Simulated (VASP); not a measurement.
A run of VASP 6.6.1:

POSCAR

```
GaP
1.0
    0.0000000000      2.7432985392      2.7432985392
    2.7432985392      0.0000000000      2.7432985392
    2.7432985392      2.7432985392      0.0000000000
Ga P
1 1
Direct
    0.0000000000      0.0000000000      0.0000000000
    0.7500000000      0.7500000000      0.7500000000
```

INCAR.step1

```
SYSTEM = GaP
ALGO = Normal ; EDIFF = 1E-5
ENCUT = 520 ; GGA = PE
ISIF = 2 ; ISMEAR = -1
LASPH = .TRUE. ; LCHARG = .FALSE.
LREAL = .FALSE. ; LWAVE = .TRUE.
NBANDS = 16 ; NELM = 80
PREC = Accurate ; SIGMA = 0.05
```

INCAR.step2

```
SYSTEM = GaP
AEXX = 0.2 ; AGGAC = 0.81
AGGAX = 0.72 ; ALDAC = 0.19
ALGO = Normal ; EDIFF = 1E-6
ENCUT = 520 ; GGA = B3
ISIF = 2 ; ISMEAR = -1
ISTART = 1 ; LASPH = .TRUE.
LCHARG = .FALSE. ; LHFCALC = .TRUE.
LREAL = .FALSE. ; LWAVE = .FALSE.
NBANDS = 16 ; NELM = 80
PREC = Accurate ; PRECFOCK = Normal
SIGMA = 0.05
```

The input KPOINTS:

```
k-points
0
G
  4 4 4
  0 0 0
```

Potentials or basis: VASP PAW PBE potentials, release 64 (Ga_d, P).

Command:

```console
$ cat potpaw_PBE.64/Ga_d/POTCAR potpaw_PBE.64/P/POTCAR > POTCAR
$ cp INCAR.step1 INCAR
$ mpirun -np 1 vasp_std > vasp.out
$ cp INCAR.step2 INCAR
$ mpirun -np 1 vasp_std > vasp.out
```

Hardware: 1 thread of Intel(R) Xeon(R) Platinum 8375C CPU @ 2.90GHz (Ice Lake) (shared host).

Task: How long does it take, and how much memory?

Result: Wall time 5.7 min on 1 thread of Intel(R) Xeon(R) Platinum 8375C CPU @ 2.90GHz (Ice Lake) (shared host), peak memory 0.17 GiB. Counts: k points 8.
